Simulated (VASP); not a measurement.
A run of VASP 6.6.1 is set up as follows.

File INCAR:

```
ALGO = Normal ; EDIFF = 1E-6
ENCUT = 520 ; GGA = PE
ISIF = 2 ; ISMEAR = 1
LASPH = T ; LCHARG = F
LREAL = F ; LWAVE = F
NBANDS = 12 ; NELM = 60
PREC = Accurate ; SIGMA = 0.1
```

KPOINTS

```
k-points
0
Gamma
  8 8 8
```

The input POSCAR:

```
Hg
1.0
    0.0000000000      2.3919113801      2.3919113801
    2.3919113801      0.0000000000      2.3919113801
    2.3919113801      2.3919113801      0.0000000000
Hg
1
Direct
    0.0000000000      0.0000000000      0.0000000000
```

Potentials or basis: VASP PAW PBE potentials, release 64 (Hg).

Launch:

```console
$ cat potpaw_PBE.64/Hg/POTCAR > POTCAR
$ mpirun -np 1 vasp_std > vasp.out
```

Task: Estimate the pressure.

Result: 2.0 GPa.

Task: Estimate the band gap on the k mesh.

Result: Zero (band 6 reaches 1.57 eV, above the bottom of band 7 at 0.69 eV).

Caveat: spin-orbit coupling is left out, which moves the levels of the heavy elements.
